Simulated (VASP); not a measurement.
Wanted: the native input for a VASP 6.6.1 run.

| Quantity | Value |
| --- | --- |
| Task | electric field gradients |
| Functional | LDA |
| Potentials or basis | VASP PAW LDA potentials, release 64 (Sn_d, O) |
| Cutoff | 520 eV |
| k mesh | 6 × 6 × 5 |
| Occupations | fermi-dirac, width 0.02 eV |
| Spin | no spin polarisation |
| Dipole correction | no |
| Further INCAR settings | ALGO = Normal; EDIFF = 1e-08; NBANDS = 28 |

The structure of SnO lies in POSCAR:

```
SnO
1.0
    3.7892841860      0.0000000000      0.0000000000
    0.0000000000      3.7892841860      0.0000000000
    0.0000000000      0.0000000000      4.8198259661
Sn O
2 2
Direct
    0.0000000000      0.5000000000      0.2385000000
    0.5000000000      0.0000000000      0.7615000000
    0.0000000000      0.0000000000      0.0000000000
    0.5000000000      0.5000000000      0.0000000000
```

This cell differs from its parent crystal: volume scaled by 0.99.

The input as run:

INCAR

```
SYSTEM = SnO
  PREC = Accurate
  ENCUT = 520
  EDIFF = 1E-8
  ISMEAR = -1
  SIGMA = 0.02
  LREAL = .FALSE.
  LASPH = .TRUE.
  NELM = 80
  ALGO = Normal
  ISIF = 2
  LWAVE = .FALSE.
  LCHARG = .FALSE.
  LEFG = .TRUE.
  NBANDS = 28
```

KPOINTS

```
Automatic mesh
0
G
  6 6 5
  0 0 0
```

Potentials or basis: VASP PAW LDA potentials, release 64 (Sn_d, O).

Command:

```sh
$ cat potpaw_LDA.64/Sn_d/POTCAR potpaw_LDA.64/O/POTCAR > POTCAR
$ mpirun -np 1 vasp_std > vasp.out
```

It gave:

```json
{"Pressure": "-1.6 GPa", "Largest force": "0.007 eV/Å", "Band gap on the k mesh": "0.05 eV, indirect (least direct gap 1.94 eV)"}
```

Caveat: without QUAD_EFG the Cq values of the log hold for a quadrupole moment of 1 mb, not for the nuclei; spin-orbit coupling is left out, which moves the levels of the heavy elements.

It took 44 s on 1 thread of Intel Xeon 6975P-C (shared host), peak memory 0.18 GiB.
